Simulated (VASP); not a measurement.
The system is HfB2.

```xyz
3
Lattice="3.1400 0.0000 0.0000 -1.5700 2.7193 0.0000 0.0000 0.0000 3.4800" Properties=species:S:1:pos:R:3 pbc="T T T"
Hf    0.0000    0.0000    0.0000
B     1.5700    0.9064    1.7400
B     0.0000    1.8129    1.7400
```

| Quantity | Value |
| --- | --- |
| Program | VASP 6.6.1 |
| Task | relaxation of cell and atoms |
| Functional | PBEsol |
| Potentials or basis | VASP PAW PBE potentials, release 64 (Hf_pv, B) |
| Cutoff | 600 eV |
| k mesh | 10 × 10 × 8 |
| Occupations | fermi-dirac, width 0.05 eV |
| Spin | no spin polarisation |

At the start: pressure -4.5 GPa; volume 9.90 Å³/atom.

Problem. How do energy, volume and symmetry change on relaxing?

Solution. Over 5 steps the energy falls by 2.5 meV/atom and the volume is 9.73 Å³/atom (-1.8 %); space group P6/mmm (No. 191, to 0.05 Å).

Step by step:
| step | energy change (eV) | largest force (eV/Å) | pressure (GPa) | volume (Å³) |
| --- | --- | --- | --- | --- |
| 1 | 0.0000 | 0.0000 | -4.46 | 29.71 |
| 2 | 0.0052 | 0.0000 | 6.30 | 28.54 |
| 3 | -0.0073 | 0.0000 | 0.02 | 29.20 |
| 4 | -0.0073 | 0.0000 | 0.10 | 29.19 |
| 5 | -0.0075 | 0.0000 | 0.08 | 29.19 |

Final structure:
```
CELL_PARAMETERS angstrom
3.12463 0.00000 0.00000
-1.56232 2.70601 0.00000
0.00000 0.00000 3.45199
ATOMIC_POSITIONS crystal
Hf 0.00000 0.00000 0.00000
B 0.66667 0.33333 0.50000
B 0.33333 0.66667 0.50000
```

Caveat: the PAW data sets were made with another functional, which shifts forces and pressure a little.
